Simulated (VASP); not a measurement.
# AlN: single point with PBE

The system is AlN.

```
Al N
1.0
    -1.30893    1.40584    4.95289
     1.30893   -1.40584    4.95289
     1.30893    1.40584   -4.95289
Al N
2 2
Direct
  0.43866 0.43866 0.00000
  0.18825 0.18825 0.00000
  0.06134 0.56134 0.50000
  0.31175 0.81175 0.50000
```

* Program: VASP 6.6.1
* Task: single point
* Functional: PBE
* Potentials or basis: VASP PAW PBE potentials, release 64 (Al, N)
* Cutoff: 520 eV
* k mesh: 8 × 8 × 8
* Occupations: gaussian, width 0.1 eV
* Spin: no spin polarisation
* Dipole correction: no
* Further INCAR settings: ALGO = Normal; EDIFF = 1e-07; NBANDS = 16

```yaml
Pressure: 46.4 GPa
Largest_force: 2.244 eV/Å
Band_gap_on_the_k_mesh: zero (band 8 reaches 9.29 eV, above the bottom of band 9 at 9.20 eV)
```

Forces in eV/Å, atoms in the order of the input:
```
Al   0.000  0.000  1.654
Al   0.000  0.000 -1.560
N    0.000  0.000 -2.244
N    0.000  0.000  2.151
```

Stress tensor (GPa, compression positive):
```
62.83  0.00  0.00
 0.00 43.32  0.00
 0.00  0.00 33.19
```

Levels at points of the mesh, in eV from the Fermi level:
| k point | band 6 | band 7 | band 8 | band 9 | band 10 | band 11 |
| --- | --- | --- | --- | --- | --- | --- |
| (0.00, 0.00, 0.00) | -2.04 | -1.34 | -0.81 | 1.17 | 4.87 | 6.96 |
| (0.50, 0.00, 0.00) | -3.26 | -1.87 | -0.25 | 2.38 | 6.66 | 7.94 |
| (0.00, 0.50, 0.00) | -3.11 | -1.17 | -0.01 | 2.81 | 6.13 | 7.51 |
| (0.50, 0.50, 0.00) | -5.21 | -3.25 | -2.74 | -0.10 | 3.46 | 6.02 |
| (0.50, 0.50, 0.50) | -2.33 | -0.89 | -0.71 | 1.79 | 5.74 | 6.18 |

It took 99 s on 1 thread of Intel(R) Xeon(R) Platinum 8488C (Sapphire Rapids), with other jobs on the host, peak memory 0.25 GiB.

Caveat: the k points lie up to 0.41 Å⁻¹ apart; forces of over 1 eV/Å act on the atoms, so gaps and moduli don't describe the material at rest.
